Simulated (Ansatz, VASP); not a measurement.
## One calculation of TiC, two programs

File INCAR:

```
PREC     = Accurate       # precision mode
ENCUT    = 600            # plane-wave cutoff, eV
EDIFF    = 1E-6           # SCF threshold, eV
ISMEAR   = -1             # smearing method
SIGMA    = 0.1            # smearing width, eV
LREAL    = False          # projectors in reciprocal space
LASPH    = True           # aspherical terms in the spheres
NELM     = 120            # most SCF steps
ALGO     = Normal         # electronic algorithm
ISIF     = 2              # what is computed and relaxed
LWAVE    = False          # write WAVECAR
LCHARG   = False          # write CHGCAR
GGA      = PE             # functional
NBANDS   = 15             # bands
GGA_COMPAT= False
```

Contents of KPOINTS:

```
regular mesh
0
Gamma
  8 8 8
```

File POSCAR:

```
TiC
1.0
    0.0000000000      2.1593000000      2.1593000000
    2.1593000000      0.0000000000      2.1593000000
    2.1593000000      2.1593000000      0.0000000000
Ti C
1 1
Direct
    0.0000000000      0.0000000000      0.0000000000
    0.5000000000      0.5000000000      0.5000000000
```

Input for Ansatz:

```yaml
crystal:
  lattice:
    - [0.0, 2.1593, 2.1593]
    - [2.1593, 0.0, 2.1593]
    - [2.1593, 2.1593, 0.0]
  atoms:
    - { symbol: Ti, position: [0.0, 0.0, 0.0] }
    - { symbol: C, position: [0.5, 0.5, 0.5] }
kpoints:
  mp_grid:
    grid: [8, 8, 8]
hamiltonian:
  xc: pbe
  pseudopotentials:
    kind: paw
scf:
  occupations:
    method: fermi_dirac
output:
  forces: true
  stress: true
```

Alike in both runs: task single point; functional PBE; k mesh 8 × 8 × 8; no spin polarisation.

|  | VASP | Ansatz |
| --- | --- | --- |
| version | VASP 6.6.1 | Ansatz 0.2.0 |
| potentials or method | VASP PAW PBE potentials, release 64 (Ti_sv, C) | plane waves, PAW |
| plane-wave cutoff (eV) | 600 | 420 |
| occupations | fermi-dirac, width 0.1 eV | fermi-dirac |
| valence electrons in the cell | 16 | 16 |

```csv
,VASP,Ansatz,Ansatz less VASP
pressure (GPa),2.7,2.6,-0.08
```
